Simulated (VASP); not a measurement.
A run of VASP 6.6.1 is set up as follows.

Contents of POSCAR:

```
LiCl
1.0
    0.0000000000      2.5560252063      2.5560252063
    2.5560252063      0.0000000000      2.5560252063
    2.5560252063      2.5560252063      0.0000000000
Li Cl
1 1
Direct
    0.0000000000      0.0000000000      0.0000000000
    0.5000000000      0.5000000000      0.5000000000
```

File INCAR.step1:

```
SYSTEM = LiCl
  PREC = Accurate
  ENCUT = 520
  ISMEAR = 0
  SIGMA = 0.5
  LREAL = .FALSE.
  LASPH = .TRUE.
  NELM = 100
  NBANDS = 12
  GGA = PE
  ALGO = Normal
  EDIFF = 1E-4
  LWAVE = .TRUE.
  LCHARG = .FALSE.
```

Contents of INCAR.step2:

```
SYSTEM = LiCl
  PREC = Accurate
  ENCUT = 520
  EDIFF = 1E-7
  ISMEAR = 0
  SIGMA = 0.5
  LREAL = .FALSE.
  LASPH = .TRUE.
  NELM = 100
  ALGO = Normal
  ISIF = 2
  LWAVE = .FALSE.
  LCHARG = .FALSE.
  METAGGA = R2SCAN
  LMIXTAU = .TRUE.
  NBANDS = 12
  ISTART = 1
```

The input KPOINTS:

```
Automatic mesh
0
G
  6 6 6
  0 0 0
```

Potentials or basis: VASP PAW PBE potentials, release 64 (Li_sv, Cl).

Launch:

```sh
$ cat potpaw_PBE.64/Li_sv/POTCAR potpaw_PBE.64/Cl/POTCAR > POTCAR
$ cp INCAR.step1 INCAR
$ mpirun -np 1 vasp_std > vasp.out
$ cp INCAR.step2 INCAR
$ mpirun -np 1 vasp_std > vasp.out
```

What does it give for the band gap on the k mesh?

7.36 eV, direct.

Caveat: the PAW data sets were made with another functional, which shifts forces and pressure a little. r2SCAN opens gaps a little over a GGA but as a rule still falls short of measured ones.
